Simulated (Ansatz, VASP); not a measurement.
## Two plane-wave programs on Pb2S

```
Pb S
1.0
     4.12996    0.00000    0.00000
     0.05727    4.12956    0.00000
     0.00000    0.00000   35.22475
Pb S
4 2
Cartesian
  1.4290 1.4093 7.5000
  0.1090 0.1075 16.0155
  2.1980 2.1677 19.2093
  0.8780 0.8659 27.7248
  2.2015 2.1712 16.4578
  0.1055 0.1040 18.7669
```

Alike in both runs: task single point; functional PBE; k mesh 7 × 7 × 1; occupations fermi-dirac, width 0.05 eV; no spin polarisation.

|  | VASP | Ansatz |
| --- | --- | --- |
| version | VASP 6.6.1 | Ansatz 0.2.0 |
| potentials or method | VASP PAW PBE potentials, release 64 (Pb_d, S) | Ansatz PAW |
| plane-wave cutoff (eV) | 520 | 420 |
| valence electrons in the cell | 68 | 68 |

VASP gave:

* gap on the k mesh at the Fermi level (eV): none
* rms of the force components (eV/Å): 0.138
* work function, face that differs most (eV): 3.81

**Question.** Estimate Ansatz's values.

**Answer.** gap on the k mesh at the Fermi level (eV): none; rms of the force components (eV/Å): 0.137; work function, face that differs most (eV): 3.81.

A gap of «none» marks a metal or a gap that the smearing closes.

Spin-orbit coupling is off throughout.
